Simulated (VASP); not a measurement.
A run of VASP 6.6.1 is set up as follows.

Contents of INCAR:

```
  ALGO = Normal
  EDIFF = 1E-7
  EDIFFG = -0.01
  ENCUT = 500
  GGA = PE
  GGA_COMPAT = F
  IBRION = 2
  ISIF = 3
  ISMEAR = -1
  LASPH = T
  LCHARG = F
  LREAL = F
  LWAVE = F
  NELM = 120
  NELMIN = 4
  NSW = 80
  PREC = Accurate
  SIGMA = 0.1
```

The input KPOINTS:

```
k-points
0
Gamma
  12 12 12
```

Contents of POSCAR:

```
Re
1.0
    2.5141111682      0.0000000000      0.0000000000
    0.0000000000      2.5141111682      0.0000000000
    0.0000000000      0.0000000000      2.5141111682
Re
1
Direct
    0.0000000000      0.0000000000      0.0000000000
```

Potentials or basis: VASP PAW PBE potentials, release 64 (Re_sv_GW).

Run with:

```bash
$ cat potpaw_PBE.64/Re_sv_GW/POTCAR > POTCAR
$ mpirun -np 1 vasp_std > vasp.out
```

(1) Predict the relaxed cell.

(2) Estimate the relaxed volume.

## Answers

(1) a = 2.573 Å, b = 2.573 Å, c = 2.573 Å, α = 90.00°, β = 90.00°, γ = 90.00°.

(2) 17.04 Å³/atom.
